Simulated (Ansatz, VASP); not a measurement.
C: VASP beside Ansatz

```
CELL_PARAMETERS angstrom
2.46809 0.00000 0.00000
0.00000 8.01282 0.00000
0.00000 0.00000 4.27017
ATOMIC_POSITIONS crystal
C 0.00000 0.50000 0.16666
C 0.00000 0.00000 0.66666
C 0.50000 0.00000 0.83334
C 0.50000 0.00000 0.16666
C 0.00000 0.00000 0.33334
C 0.00000 0.50000 0.83334
C 0.50000 0.50000 0.33334
C 0.50000 0.50000 0.66666
```

Alike in both runs: functional PBE; k mesh 8 × 4 × 4; occupations gaussian, width 0.1 eV; no spin polarisation.

Ansatz relaxed the structure, and its values are those at the end. VASP's run is a single point on that final structure, the one shown.

```csv
,VASP,Ansatz
version,VASP 6.6.1,Ansatz 0.2.0
potentials or method,"VASP PAW PBE potentials, release 64 (C), cutoff 520 eV","scalar-relativistic, plane waves, PAW"
valence electrons in the cell,32,32
```

```csv
,VASP,Ansatz,Ansatz less VASP
gap on the k mesh at the Fermi level (eV),0.92,0.92,0.000
least direct gap on the mesh (eV),0.92,0.92,0.000
pressure (GPa),0.5,0.1,-0.37
```

With one functional, cell and mesh, what is left measures potentials, basis and numerics.
